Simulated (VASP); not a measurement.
# MoS2 in VASP: single point with PBE

Aim: the single point of MoS2 with PBE.

All numbers are computed with VASP 6.6.1; they aren't measurements. Logs are shortened: lines on timing, memory, paths and dates and some standing lists are left out, and cuts for length are marked.

### 1 The cell of the first run

The cell holds a wire or tube with vacuum around it, 21 atoms: a = 18.600 Å, b = 12.500 Å, c = 5.531 Å, α = 90.00°, β = 90.00°, γ = 90.00°.

### 2 Single point, PBE

File INCAR:

```
SYSTEM = MoS2
PREC     = Accurate       ! precision mode
ENCUT    = 520            ! plane-wave cutoff, eV
EDIFF    = 1E-6           ! SCF threshold, eV
ISMEAR   = 0              ! smearing method
SIGMA    = 0.05           ! smearing width, eV
LREAL    = Auto         
LASPH    = .TRUE.         ! aspherical terms in the spheres
NELM     = 80             ! most SCF steps
ALGO     = Normal         ! electronic algorithm
ISIF     = 2              ! what is computed and relaxed
LWAVE    = .FALSE.        ! write WAVECAR
LCHARG   = .FALSE.        ! write CHGCAR
GGA      = PE             ! functional
NBANDS   = 107            ! bands
```

File KPOINTS:

```
regular mesh
0
G
  1 1 10
  0 0 0
```

File POSCAR:

```
MoS2
1.0
   18.6000000000      0.0000000000      0.0000000000
    0.0000000000     12.5000000000      0.0000000000
    0.0000000000      0.0000000000      5.5305991796
Mo S
7 14
Direct
    0.7575074940      0.5000000000      0.3333333333
    0.5858358313      0.5000000000      0.3333333333
    0.6716716626      0.5000000000      0.8333333333
    0.4141641687      0.5000000000      0.3333333333
    0.5000000000      0.5000000000      0.8333333333
    0.2424925060      0.5000000000      0.3333333333
    0.3283283374      0.5000000000      0.8333333333
    0.6716716626      0.6266793047      0.1666666667
    0.7575074940      0.6266793047      0.6666666667
    0.5000000000      0.6266793047      0.1666666667
    0.5858358313      0.6266793047      0.6666666667
    0.3283283374      0.6266793047      0.1666666667
    0.4141641687      0.6266793047      0.6666666667
    0.2424925060      0.6266793047      0.6666666667
    0.7575074940      0.3733206953      0.0000000000
    0.5858358313      0.3733206953      0.0000000000
    0.6716716626      0.3733206953      0.5000000000
    0.4141641687      0.3733206953      1.0000000000
    0.5000000000      0.3733206953      0.5000000000
    0.2424925060      0.3733206953      1.0000000000
    0.3283283374      0.3733206953      0.5000000000
```

Potentials or basis: VASP PAW PBE potentials, release 64 (Mo_sv, S).

On the command line:

```sh
$ cat potpaw_PBE.64/Mo_sv/POTCAR potpaw_PBE.64/S/POTCAR > POTCAR
$ mpirun -np 1 vasp_std > vasp.out
```

OUTCAR:

```text
SYSTEM = MoS2
   PREC = Accurate
   ENCUT = 520
   EDIFF = 1E-6
   ISMEAR = 0
   LREAL = Auto
   LASPH = .TRUE.
   NELM = 80
   ISIF = 2
   GGA = PE

 ion  position               nearest neighbor table
   1  0.758  0.500  0.333-  15 2.43   9 2.43   8 2.43  17 2.43   3 3.19   3 3.19   2 3.19
   2  0.586  0.500  0.333-   8 2.43  10 2.43  17 2.43  19 2.43  16 2.43  11 2.43   4 3.19   3 3.19
                             3 3.19   5 3.19   5 3.19   1 3.19
   3  0.672  0.500  0.833-  11 2.43  16 2.43  17 2.43   8 2.43   9 2.43  15 2.43   5 3.19   2 3.19
                             2 3.19   1 3.19   1 3.19
   4  0.414  0.500  0.333-  12 2.43  10 2.43  21 2.43  19 2.43  18 2.43  13 2.43   2 3.19   7 3.19
                             7 3.19   5 3.19   5 3.19   6 3.19
   5  0.500  0.500  0.833-  11 2.43  13 2.43  16 2.43  18 2.43  19 2.43  10 2.43   3 3.19   7 3.19
                             4 3.19   2 3.19   2 3.19   4 3.19
   6  0.242  0.500  0.333-  20 2.43  14 2.43  12 2.43  21 2.43   7 3.19   7 3.19   4 3.19
   7  0.328  0.500  0.833-  13 2.43  18 2.43  21 2.43  12 2.43  14 2.43  20 2.43   5 3.19   4 3.19
                             4 3.19   6 3.19   6 3.19
   8  0.672  0.627  0.167-   2 2.43   3 2.43   1 2.43
   9  0.758  0.627  0.667-   1 2.43   3 2.43
  10  0.500  0.627  0.167-   2 2.43   4 2.43   5 2.43
  11  0.586  0.627  0.667-   3 2.43   5 2.43   2 2.43
  12  0.328  0.627  0.167-   4 2.43   7 2.43   6 2.43
  13  0.414  0.627  0.667-   7 2.43   5 2.43   4 2.43
  14  0.242  0.627  0.667-   6 2.43   7 2.43
  15  0.758  0.373  0.000-   1 2.43   3 2.43
  16  0.586  0.373  0.000-   3 2.43   5 2.43   2 2.43
  17  0.672  0.373  0.500-   2 2.43   3 2.43   1 2.43
  18  0.414  0.373  0.000-   7 2.43   5 2.43   4 2.43
  19  0.500  0.373  0.500-   2 2.43   4 2.43   5 2.43
  20  0.242  0.373  0.000-   6 2.43   7 2.43
  21  0.328  0.373  0.500-   4 2.43   7 2.43   6 2.43

  LATTYP: Found a simple orthorhombic cell.
 ALAT       =     5.5305991796
 B/A-ratio  =     2.2601529408
 C/A-ratio  =     3.3631075759

  Lattice vectors:

 A1 = (   0.0000000000,   0.0000000000,  -5.5305991796)
 A2 = (   0.0000000000,  12.5000000000,   0.0000000000)
 A3 = (  18.6000000000,   0.0000000000,   0.0000000000)

Analysis of symmetry for initial positions (statically):
=====================================================================
 Subroutine PRICEL returns:
 Original cell was already a primitive cell.

 Routine SETGRP: Setting up the symmetry group for a
 simple orthorhombic supercell.

 Subroutine GETGRP returns: Found  4 space group operations
 (whereof  2 operations were pure point group operations)
 out of a pool of  8 trial point group operations.

The static configuration has the point symmetry C_1h.
 The point group associated with its full space group is C_2h.

Analysis of symmetry for dynamics (positions and initial velocities):
=====================================================================
 Subroutine PRICEL returns:
 Original cell was already a primitive cell.

 Routine SETGRP: Setting up the symmetry group for a
 simple orthorhombic supercell.

 Subroutine GETGRP returns: Found  4 space group operations
 (whereof  2 operations were pure point group operations)
 out of a pool of  8 trial point group operations.

The dynamic configuration has the point symmetry C_1h.
 The point group associated with its full space group is C_2h.

 Subroutine INISYM returns: Found  4 space group operations
 (whereof  2 operations are pure point group operations),
 and found     1 'primitive' translations

----------------------------------------------------------------------------------------

                                     Primitive cell

  volume of cell :    1285.8643

  direct lattice vectors                    reciprocal lattice vectors
    18.600000000  0.000000000  0.000000000     0.053763441  0.000000000  0.000000000
     0.000000000 12.500000000  0.000000000     0.000000000  0.080000000  0.000000000
     0.000000000  0.000000000  5.530599180     0.000000000  0.000000000  0.180812235

  length of vectors
    18.600000000 12.500000000  5.530599180     0.053763441  0.080000000  0.180812235

  position of ions in fractional coordinates (direct lattice)
     0.757507494  0.500000000  0.333333333
     0.585835831  0.500000000  0.333333333
     0.671671663  0.500000000  0.833333333
     0.414164169  0.500000000  0.333333333
     0.500000000  0.500000000  0.833333333
     0.242492506  0.500000000  0.333333333
[... 13 lines left out ...]
     0.242492506  0.373320695  0.000000000
     0.328328337  0.373320695  0.500000000

  ion indices of the primitive-cell ions
   primitive index   ion index
                 1           1
                 2           2
                 3           3
                 4           4
                 5           5
                 6           6
[... 13 lines left out ...]
                20          20
                21          21

----------------------------------------------------------------------------------------

 KPOINTS: regular mesh

Automatic generation of k-mesh.
 Grid dimensions read from file:
 generate k-points for:    1    1   10

 Generating k-lattice:

  Cartesian coordinates                     Fractional coordinates (reciprocal lattice)
     0.053763441  0.000000000  0.000000000     1.000000000  0.000000000  0.000000000
     0.000000000  0.080000000  0.000000000     0.000000000  1.000000000  0.000000000
     0.000000000  0.000000000  0.018081224     0.000000000  0.000000000  0.100000000

  Length of vectors
     0.053763441  0.080000000  0.018081224

  Shift w.r.t. Gamma in fractional coordinates (k-lattice)
     0.000000000  0.000000000  0.000000000

 Subroutine IBZKPT returns following result:
 ===========================================

 Found      6 irreducible k-points:

 Following reciprocal coordinates:
            Coordinates               Weight
  0.000000  0.000000  0.000000      1.000000
  0.000000  0.000000  0.100000      2.000000
  0.000000  0.000000  0.200000      2.000000
  0.000000  0.000000  0.300000      2.000000
  0.000000  0.000000  0.400000      2.000000
  0.000000  0.000000  0.500000      1.000000
   k-points           NKPTS =      6   k-points in BZ     NKDIM =      6   number of bands    NBANDS=    107
   number of dos      NEDOS =    301   number of ions     NIONS =     21
   total plane-waves  NPLWV = 564480
   dimension x,y,z NGX =   140 NGY =   96 NGZ =   42
   dimension x,y,z NGXF=   280 NGYF=  192 NGZF=   84
   ions per type =               7  14
   NGX,Y,Z   is equivalent  to a cutoff of  12.51, 12.77, 12.62 a.u.
   NGXF,Y,Z  is equivalent  to a cutoff of  25.03, 25.54, 25.25 a.u.
 SYSTEM =  MoS2
   PREC   = accura    normal or accurate (medium, high low for compatibility)
   ISTART =      0    job   : 0-new  1-cont  2-samecut
   ICHARG =      2    charge: 1-file 2-atom 10-const
   ISPIN  =      1    spin polarized calculation?
   LNONCOLLINEAR =      F non collinear calculations
   LSORBIT =      F    spin-orbit coupling
   LASPH  =      T    aspherical Exc in radial PAW
   ENCUT  =  520.0 eV  38.22 Ry    6.18 a.u.  34.58 23.24 10.28*2*pi/ulx,y,z
   NELM   =     80;   NELMIN=  2; NELMDL= -5     # of ELM steps
   EDIFF  = 0.1E-05   stopping-criterion for ELM
   LREAL  =      T    real-space projection
   EDIFFG = 0.1E-04   stopping-criterion for IOM
   NSW    =      0    number of steps for IOM
   IBRION =     -1    ionic relax: 0-MD 1-quasi-New 2-CG
   NFREE  =      0    steps in history (QN), initial steepest desc. (CG)
   ISIF   =      2    stress and relaxation
   ISYM   =      2    0-nonsym 1-usesym 2-fastsym
   POTIM  = 0.5000    time-step for ionic-motion
   TEBEG  =    0.0;   TEEND  =   0.0 temperature during run
   PSTRESS=    0.0 pullay stress
   NELECT =     182.0000    total number of electrons
   NUPDOWN=      -1.0000    fix difference up-down
   EMIN   =  10.00;   EMAX   =-10.00  energy-range for DOS
   EFERMI =   0.00;   METHOD = LEGACY
   ISMEAR =     0;   SIGMA  =   0.05  broadening in eV -4-tet -1-fermi 0-gaus
   EFERMI_NEDOS =   21; number of points for ismear=-14 and -15
   IALGO  =     38    algorithm
   IMIX   =      4    mixing-type and parameters
     AMIX     =   0.40;   BMIX     =  1.00
     AMIX_MAG =   1.60;   BMIX_MAG =  1.00
  volume/ion in A,a.u.               =      61.23       413.21
  Fermi-wavevector in a.u.,A,eV,Ry     =   0.853166  1.612250  9.903577  0.727892
  Thomas-Fermi vector in A             =   1.969567
   LORBIT       =      0    0 simple, 1 ext, 2 COOP (PROOUT), +10 PAW based schemes
   GGA     = PE    functional components
   LHFCALC =     F    Hartree Fock is set to
   AEXX    =    0.0000 exact exchange contribution
   IVDW    =     0    specifies the selected vdW correction
   LEPSILON=     F    determine dielectric tensor
   LRPA    =     F    only Hartree local field effects (RPA)
 non-spin polarized calculation
 Gauss-broadening in eV      SIGMA  =   0.05
  energy-cutoff  :      520.00
  volume of cell :     1285.86
 maximum number of plane-waves:     34647
 NGX is ok and might be reduce to   140
   NGX = 69   NGY = 47   NGZ = 21

 number of electron     182.0000036 magnetization

 Free energy of the ion-electron system (eV)
  ---------------------------------------------------
  ext. energy  EPLUGINS =         0.00000000
  ---------------------------------------------------
  free energy    TOTEN  =      -141.80378390 eV

  energy without entropy =     -141.80295056  energy(sigma->0) =     -141.80336723

 E-fermi :  -1.3772     XC(G=0):  -4.1838

 val. band max:       -1.4607744725   @ k =   0.0000   0.0000   0.2000
 cond. band min:      -1.2949293871   @ k =   0.0000   0.0000   0.1000
 fundamental gap:      0.1658450854
 Fermi energy:        -1.3771728557

 k-point     1 :       0.0000    0.0000    0.0000
  band No.  band energies     occupation
      1     -63.1161      2.00000
      2     -63.1151      2.00000
      3     -63.1020      2.00000
      4     -63.0921      2.00000
      5     -63.0122      2.00000
      6     -62.9987      2.00000
[... 625 lines left out ...]
    102      -0.1986      0.00000
    103      -0.0558      0.00000
 [bands above 103 left out]

------------------------ aborting loop because EDIFF is reached ----------------------------------------

  FORCE on cell =-STRESS in cart. coord.  units (eV):
  Direction    XX          YY          ZZ          XY          YZ          ZX
  --------------------------------------------------------------------------------------
  -------------------------------------------------------------------------------------
  Total      -11.1204484    -11.9153047     -8.6455311      0.0000000     -3.9184829      0.0000000
  in kB      -13.8559957    -14.8463807    -10.7722672      0.0000000     -4.8824004      0.0000000
  external PRESSURE =     -13.1582145 kB  Pullay stress =       0.0000000 kB

 VOLUME and BASIS-vectors are now :
 -----------------------------------------------------------------------------
  energy-cutoff  :      520.00
  volume of cell :     1285.86
      direct lattice vectors                 reciprocal lattice vectors
    18.600000000  0.000000000  0.000000000     0.053763441  0.000000000  0.000000000
     0.000000000 12.500000000  0.000000000     0.000000000  0.080000000  0.000000000
     0.000000000  0.000000000  5.530599180     0.000000000  0.000000000  0.180812235

 POSITION                                       TOTAL-FORCE (eV/Angst)
 -----------------------------------------------------------------------------------
     14.08964      6.25000      1.84353        -5.081079      0.000000     -0.000000
     10.89655      6.25000      1.84353         1.159681      0.000000     -0.000000
     12.49309      6.25000      4.60883        -0.817213      0.000000     -0.000000
      7.70345      6.25000      1.84353        -1.159681      0.000000     -0.000000
      9.30000      6.25000      4.60883         0.000000      0.000000     -0.000000
      4.51036      6.25000      1.84353         5.081079      0.000000     -0.000000
[... 13 lines left out ...]
      4.51036      4.66651      0.00000        -1.167067      0.948927      0.999449
      6.10691      4.66651      2.76530        -1.275089      0.705855     -0.369099
 -----------------------------------------------------------------------------------
    total drift:                                0.000000      0.000000     -0.000002

  FREE ENERGIE OF THE ION-ELECTRON SYSTEM (eV)
  ---------------------------------------------------
  free  energy   TOTEN  =      -141.8037838988 eV

  energy  without entropy=     -141.8029505648  energy(sigma->0) =     -141.80336723
```

Wall time 54 min (1 thread of Oxide Virtual Turin-like, shared host); peak memory 1.3 GiB.

What came out:

| Quantity | Value |
| --- | --- |
| Free energy | -141.8038 eV |
| Largest force | 5.081 eV/Å |
| Band gap on the k mesh | 0.17 eV (least direct gap 0.19 eV) |

Forces in eV/Å, atoms in the order of the input:
```
Mo  -5.081  0.000  0.000
Mo   1.160  0.000  0.000
Mo  -0.817  0.000  0.000
Mo  -1.160  0.000  0.000
Mo   0.000  0.000  0.000
Mo   5.081  0.000  0.000
Mo   0.817  0.000  0.000
S    1.275 -0.706  0.369
S    1.167 -0.949 -0.999
S    0.000 -0.172 -0.144
S    0.084 -0.116  0.083
S   -1.275 -0.706  0.369
S   -0.084 -0.116  0.083
S   -1.167 -0.949 -0.999
S    1.167  0.949  0.999
S    0.084  0.116 -0.083
S    1.275  0.706 -0.369
S   -0.084  0.116 -0.083
S    0.000  0.172  0.144
S   -1.167  0.949  0.999
S   -1.275  0.706 -0.369
```

Levels at points of the mesh, in eV from the valence-band top:
| k point | band 87 | band 88 | band 89 | band 90 | band 91 | band 92 | band 93 | band 94 | band 95 | band 96 |
| --- | --- | --- | --- | --- | --- | --- | --- | --- | --- | --- |
| (0.00, 0.00, 0.00) | -0.40 | -0.30 | -0.22 | -0.10 | -0.03 | 0.19 | 0.32 | 0.33 | 0.44 | 0.49 |
| (0.00, 0.00, 0.50) | -0.82 | -0.74 | -0.66 | -0.38 | -0.34 | 0.29 | 0.34 | 0.41 | 0.48 | 0.68 |
